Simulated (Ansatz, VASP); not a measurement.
# NaHF2 in VASP and in Ansatz

```
Na H F
1.0
     1.73700    1.00286    4.58333
    -1.73700    1.00286    4.58333
     0.00000   -2.00571    4.58333
Na H F
1 1 2
Direct
  0.00000 0.00000 0.00000
  0.50000 0.50000 0.50000
  0.41760 0.41760 0.41760
  0.58240 0.58240 0.58240
```

Alike in both runs: task single point; functional PBEsol; k mesh 9 × 9 × 9; occupations gaussian, width 0.02 eV; no spin polarisation.

|  | VASP | Ansatz |
| --- | --- | --- |
| version | VASP 6.6.1 | Ansatz 0.2.0 |
| potentials or method | VASP PAW PBE potentials, release 64 (Na_pv, H, F), cutoff 520 eV | scalar-relativistic, plane waves, PAW |
| valence electrons in the cell | 22 | 24 |

Ansatz gave:

```
gap on the k mesh at the Fermi level (eV)                     : 6.92
least direct gap on the mesh (eV)                             : 7.07
pressure (GPa)                                                : 0.5
traceless stress, the component that is largest in VASP (GPa) : 1.17
rms of the force components (eV/Å)                            : 0.114
```

Problem. Estimate VASP's values.

Solution. gap on the k mesh at the Fermi level (eV): 6.90; least direct gap on the mesh (eV): 7.05; pressure (GPa): 0.5; traceless stress, the component that is largest in VASP (GPa): 1.59; rms of the force components (eV/Å): 0.140.

VASP's potentials were made for PBE, not for PBEsol. Atom by atom the forces differ by 0.026 eV/Å (rms over components). VASP's potentials hold 22 valence electrons a cell and Ansatz's 24, so a difference there can come from the potentials and not from the codes.
